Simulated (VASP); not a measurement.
# MgO (I4/mmm) in VASP: notebook

Runs on MgO. Level: r2SCAN. Tasks: single point.

All numbers are computed with VASP 6.6.1; they aren't measurements. Logs are shortened: lines on timing, memory, paths and dates and some standing lists are left out, and cuts for length are marked.

## (1) The cell of the first run

Symmetry: I4/mmm, No. 139, tetragonal system. Conventional cell: a = 2.973 Å, b = 2.973 Å, c = 4.756 Å, α = 90.00°, β = 90.00°, γ = 90.00°. Mg (site symmetry 4/mmm) has 6 O at 2.10 to 2.38 Å within 2.8 Å. Within 2.8 Å of O (site symmetry 4/mmm) lie 6 Mg at 2.10 to 2.38 Å.

## (2) Single point, r2SCAN (strain +0.1312 x Voigt [0, 1, 0, 0, 0, 0])

Contents of POSCAR:

```
MgO
1.0
    0.0000000000      2.3779053447      2.1021086852
    2.1021086852      0.0000000000      2.1021086852
    2.1021086852      2.3779053447      0.0000000000
Mg O
1 1
Direct
    0.0000000000      0.0000000000      0.0000000000
    0.5000000000      0.5000000000      0.5000000000
```

Contents of INCAR.step1:

```
ALGO = Normal
EDIFF = 1E-4
ENCUT = 520
GGA = PE
ISMEAR = 0
LASPH = T
LCHARG = F
LREAL = F
LWAVE = T
NBANDS = 11
NELM = 80
PREC = Accurate
SIGMA = 0.05
```

Contents of INCAR.step2:

```
ALGO = Normal
EDIFF = 1E-7
ENCUT = 520
ISIF = 2
ISMEAR = 0
ISTART = 1
LASPH = T
LCHARG = F
LMIXTAU = T
LREAL = F
LWAVE = F
METAGGA = R2SCAN
NBANDS = 11
NELM = 80
PREC = Accurate
SIGMA = 0.05
```

Contents of KPOINTS:

```
k-points
0
Gamma
  10 10 10
```

Potentials or basis: VASP PAW PBE potentials, release 64 (Mg, O).

The run is started by

```
$ cat potpaw_PBE.64/Mg/POTCAR potpaw_PBE.64/O/POTCAR > POTCAR
$ cp INCAR.step1 INCAR
$ mpirun -np 1 vasp_std > vasp.out
$ cp INCAR.step2 INCAR
$ mpirun -np 1 vasp_std > vasp.out
```

OUTCAR:

```text
EDIFF = 1E-7
   ENCUT = 520
   ISIF = 2
   ISMEAR = 0
   ISTART = 1
   LASPH = T
   LREAL = F
   METAGGA = R2SCAN
   NELM = 80
   PREC = Accurate

 ion  position               nearest neighbor table
   1  0.000  0.000  0.000-   2 2.10   2 2.10   2 2.10   2 2.10   2 2.38   2 2.38
   2  0.500  0.500  0.500-   1 2.10   1 2.10   1 2.10   1 2.10   1 2.38   1 2.38

  LATTYP: Found a body centered tetragonal cell.
 ALAT       =     2.9728306122
 C/A-ratio  =     1.5997583818

  Lattice vectors:

 A1 = (   0.0000000000,  -2.3779053447,   2.1021086852)
 A2 = (   0.0000000000,  -2.3779053447,  -2.1021086852)
 A3 = (   2.1021086852,   2.3779053447,   0.0000000000)

Analysis of symmetry for initial positions (statically):
=====================================================================
 Subroutine PRICEL returns:
 Original cell was already a primitive cell.

 Routine SETGRP: Setting up the symmetry group for a
 body centered tetragonal supercell.

 Subroutine GETGRP returns: Found 16 space group operations
 (whereof 16 operations were pure point group operations)
 out of a pool of 16 trial point group operations.

The static configuration has the point symmetry D_4h.

Analysis of symmetry for dynamics (positions and initial velocities):
=====================================================================
 Subroutine PRICEL returns:
 Original cell was already a primitive cell.

 Routine SETGRP: Setting up the symmetry group for a
 body centered tetragonal supercell.

 Subroutine GETGRP returns: Found 16 space group operations
 (whereof 16 operations were pure point group operations)
 out of a pool of 16 trial point group operations.

The dynamic configuration has the point symmetry D_4h.

 Subroutine INISYM returns: Found 16 space group operations
 (whereof 16 operations are pure point group operations),
 and found     1 'primitive' translations

----------------------------------------------------------------------------------------

                                     Primitive cell

  volume of cell :      21.0153

  direct lattice vectors                    reciprocal lattice vectors
     0.000000000  2.377905345  2.102108685    -0.237856398  0.210269093  0.237856398
     2.102108685  0.000000000  2.102108685     0.237856398 -0.210269093  0.237856398
     2.102108685  2.377905345  0.000000000     0.237856398  0.210269093 -0.237856398

  length of vectors
     3.173845420  2.972830612  3.173845420     0.396691850  0.396691850  0.396691850

  position of ions in fractional coordinates (direct lattice)
[... 83 lines left out ...]
   IBRION =     -1    ionic relax: 0-MD 1-quasi-New 2-CG
   NFREE  =      0    steps in history (QN), initial steepest desc. (CG)
   ISIF   =      2    stress and relaxation
   ISYM   =      2    0-nonsym 1-usesym 2-fastsym
   POTIM  = 0.5000    time-step for ionic-motion
   TEBEG  =    0.0;   TEEND  =   0.0 temperature during run
   PSTRESS=    0.0 pullay stress
   NELECT =       8.0000    total number of electrons
   NUPDOWN=      -1.0000    fix difference up-down
   EMIN   =  10.00;   EMAX   =-10.00  energy-range for DOS
   EFERMI =   0.00;   METHOD = LEGACY
   ISMEAR =     0;   SIGMA  =   0.05  broadening in eV -4-tet -1-fermi 0-gaus
   EFERMI_NEDOS =   21; number of points for ismear=-14 and -15
   IALGO  =     38    algorithm
   IMIX   =      4    mixing-type and parameters
     AMIX     =   0.40;   BMIX     =  1.00
     AMIX_MAG =   1.60;   BMIX_MAG =  1.00
  volume/ion in A,a.u.               =      10.51        70.91
  Fermi-wavevector in a.u.,A,eV,Ry     =   1.186478  2.242119 19.153345  1.407731
  Thomas-Fermi vector in A             =   2.322650
   LORBIT       =      0    0 simple, 1 ext, 2 COOP (PROOUT), +10 PAW based schemes
   METAGGA = R2SCAN    functional components
   LHFCALC =     F    Hartree Fock is set to
   AEXX    =    0.0000 exact exchange contribution
   IVDW    =     0    specifies the selected vdW correction
   LEPSILON=     F    determine dielectric tensor
   LRPA    =     F    only Hartree local field effects (RPA)
 non-spin polarized calculation
 Gauss-broadening in eV      SIGMA  =   0.05
  energy-cutoff  :      520.00
  volume of cell :       21.02
 maximum number of plane-waves:       584
   NGX = 11   NGY = 11   NGZ = 11

 number of electron       7.9999996 magnetization

 Free energy of the ion-electron system (eV)
  ---------------------------------------------------
  ext. energy  EPLUGINS =         0.00000000
  ---------------------------------------------------
  free energy    TOTEN  =       -15.96299338 eV

  energy without entropy =      -15.96299338  energy(sigma->0) =      -15.96299338

 E-fermi :   2.3275     XC(G=0): -10.9793

 val. band max:        2.0584409833   @ k =   0.0000   0.0000   0.0000
 cond. band min:       6.3858301309   @ k =   0.0000   0.0000   0.0000
 fundamental gap:      4.3273891476
 Fermi energy:         2.3274579432

 k-point     1 :       0.0000    0.0000    0.0000
  band No.  band energies     occupation
      1     -15.7292      2.00000
      2       1.8541      2.00000
      3       1.8541      2.00000
      4       2.0584      2.00000
      5       6.3858      0.00000
      6      17.4294      0.00000
      7      18.6635      0.00000
      8      18.6635      0.00000
      9      21.8920      0.00000
     10      22.0893      0.00000
     11      23.0184      0.00000
[... 309 lines left out ...]
 k-point    24 :       0.4000    0.3000   -0.0000
  band No.  band energies     occupation
      1     -14.6905      2.00000
      2      -1.2633      2.00000
      3       0.4773      2.00000
      4       1.1116      2.00000
      5      11.3154      0.00000
      6      12.4785      0.00000
      7      16.1197      0.00000
      8      18.7655      0.00000
      9      20.4956      0.00000
     10      25.9543      0.00000
     11      28.1729      0.00000

 [... further k-points ...]
[... 5 lines left out ...]
  --------------------------------------------------------------------------------------
  -------------------------------------------------------------------------------------
  Total       -1.3936547     -2.5478638     -1.3936547      0.0000000     -0.0000000      0.0000000
  in kB     -106.2504704   -194.2459164   -106.2504704      0.0000000     -0.0000000      0.0000000
  external PRESSURE =    -135.5822857 kB  Pullay stress =       0.0000000 kB

 VOLUME and BASIS-vectors are now :
 -----------------------------------------------------------------------------
  energy-cutoff  :      520.00
  volume of cell :       21.02
      direct lattice vectors                 reciprocal lattice vectors
     0.000000000  2.377905345  2.102108685    -0.237856398  0.210269093  0.237856398
     2.102108685  0.000000000  2.102108685     0.237856398 -0.210269093  0.237856398
     2.102108685  2.377905345  0.000000000     0.237856398  0.210269093 -0.237856398

 POSITION                                       TOTAL-FORCE (eV/Angst)
 -----------------------------------------------------------------------------------
      0.00000      0.00000      0.00000        -0.000000      0.000000      0.000000
      2.10211      2.37791      2.10211         0.000000     -0.000000     -0.000000
 -----------------------------------------------------------------------------------
    total drift:                               -0.000000     -0.000000      0.000000

  FREE ENERGIE OF THE ION-ELECTRON SYSTEM (eV)
  ---------------------------------------------------
  free  energy   TOTEN  =       -15.9629933766 eV

  energy  without entropy=      -15.9629933766  energy(sigma->0) =      -15.96299338
```

Run time: 51 s. Hardware: 1 thread of Intel Xeon 6975P-C, shared host; peak memory 0.16 GiB.

Results:

| Property | Result |
| --- | --- |
| Free energy | -15.9630 eV |
| Pressure | -13.6 GPa |
| Band gap on the k mesh | 4.33 eV, direct |

Stress tensor (GPa, compression positive):
```
-10.63   0.00   0.00
  0.00 -19.42   0.00
  0.00   0.00 -10.63
```

Levels at points of the mesh, in eV from the valence-band top:
```
           k point  band 2  band 3  band 4  band 5  band 6  band 7
(0.00, 0.00, 0.00)   -0.20   -0.20    0.00    4.33   15.37   16.61
(0.50, 0.00, 0.00)   -4.23   -0.81   -0.57    7.86   12.22   15.21
(0.50, 0.50, 0.00)   -3.65   -1.86   -1.07    9.47    9.76   13.44
(0.50, 0.00, 0.50)   -3.92   -1.04   -1.04    9.92   10.59   11.85
```

Caveat: the cell differs from its parent crystal (strain +0.1312 x Voigt [0, 1, 0, 0, 0, 0]); the PAW data sets were made with another functional, which shifts forces and pressure a little.

## (3) Single point, r2SCAN (strain +0.1500 x Voigt [0, 1, 0, 0, 0, 0])

Contents of POSCAR:

```
MgO
1.0
    0.0000000000      2.4174249880      2.1021086852
    2.1021086852      0.0000000000      2.1021086852
    2.1021086852      2.4174249880      0.0000000000
Mg O
1 1
Direct
    0.0000000000      0.0000000000      0.0000000000
    0.5000000000      0.5000000000      0.5000000000
```

Contents of INCAR.step1:

```
  ALGO = Normal
  EDIFF = 1E-4
  ENCUT = 520
  GGA = PE
  ISMEAR = 0
  LASPH = True
  LCHARG = False
  LREAL = False
  LWAVE = True
  NBANDS = 11
  NELM = 80
  PREC = Accurate
  SIGMA = 0.05
```

Contents of INCAR.step2:

```
  ALGO = Normal
  EDIFF = 1E-7
  ENCUT = 520
  ISIF = 2
  ISMEAR = 0
  ISTART = 1
  LASPH = True
  LCHARG = True
  LELF = True
  LMIXTAU = True
  LREAL = False
  LVHAR = True
  LWAVE = False
  METAGGA = R2SCAN
  NBANDS = 11
  NELM = 80
  PREC = Accurate
  SIGMA = 0.05
```

KPOINTS is that of step 2.

Potentials or basis: VASP PAW PBE potentials, release 64 (Mg, O).

The run is started by

```
$ cat potpaw_PBE.64/Mg/POTCAR potpaw_PBE.64/O/POTCAR > POTCAR
$ cp INCAR.step1 INCAR
$ mpirun -np 1 vasp_std > vasp.out
$ cp INCAR.step2 INCAR
$ mpirun -np 1 vasp_std > vasp.out
```

Run time: 39 s. Hardware: 1 thread of Intel Xeon 6975P-C, shared host; peak memory 0.16 GiB.

Results (log left out):

```yaml
Free_energy: -15.9205 eV
Pressure: -14.3 GPa
Band_gap_on_the_k_mesh: 4.18 eV, direct
```

Stress tensor (GPa, compression positive):
```
-11.58   0.00   0.00
  0.00 -19.87   0.00
  0.00   0.00 -11.58
```

Levels at points of the mesh, in eV from the valence-band top:
```tsv
k point	band 1	band 2	band 3	band 4	band 5	band 6	band 7	band 8
(0.00, 0.00, 0.00)	-17.73	-0.22	-0.22	0.00	4.18	15.22	16.60	16.60
(0.50, 0.00, 0.00)	-16.77	-4.17	-0.82	-0.55	7.74	12.01	14.99	17.55
(0.50, 0.50, 0.00)	-16.47	-3.58	-1.90	-1.02	9.43	9.63	13.34	16.59
(0.50, 0.00, 0.50)	-16.81	-3.86	-0.99	-0.99	9.79	10.67	11.56	19.42
```

Caveat: the cell differs from its parent crystal (strain +0.1500 x Voigt [0, 1, 0, 0, 0, 0]); the PAW data sets were made with another functional, which shifts forces and pressure a little.
